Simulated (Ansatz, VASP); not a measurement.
**One calculation of SnSe, two programs**

```
Sn Se
1.0
     4.29240    0.00000    0.00000
     0.00000    4.29240    0.00000
     0.00000    0.00000    5.39790
Sn Se
2 2
Cartesian
  2.1462 0.0000 1.3500
  0.0000 2.1462 4.0479
  2.1462 0.0000 4.0481
  0.0000 2.1462 1.3498
```

Alike in both runs: task single point; functional PBE; dispersion D3(BJ); k mesh 8 × 8 × 6; occupations gaussian, width 0.03 eV; no spin polarisation.

|  | VASP | Ansatz |
| --- | --- | --- |
| version | VASP 6.6.1 | Ansatz 0.2.0 |
| potentials or method | VASP PAW PBE potentials, release 64 (Sn_d, Se), cutoff 520 eV | scalar-relativistic, plane waves, PAW |
| valence electrons in the cell | 40 | 60 |

Ansatz gave:

- gap on the k mesh at the Fermi level (eV): none
- least direct gap on the mesh (eV): 0.35
- pressure (GPa): 6.7
- traceless stress, the component that is largest in VASP (GPa): 16.13
- rms of the force components (eV/Å): 0.003

Question: Which values does VASP return?

Answer: gap on the k mesh at the Fermi level (eV): none; least direct gap on the mesh (eV): 0.35; pressure (GPa): 6.7; traceless stress, the component that is largest in VASP (GPa): 16.17; rms of the force components (eV/Å): 0.003.

Atom by atom the forces differ by 0.000 eV/Å (rms over components). A gap of «none» marks a metal or a gap that the smearing closes. VASP's potentials hold 40 valence electrons a cell and Ansatz's 60, so a difference there can come from the potentials and not from the codes.

A gap of «none» marks a metal or a gap under the smearing width.
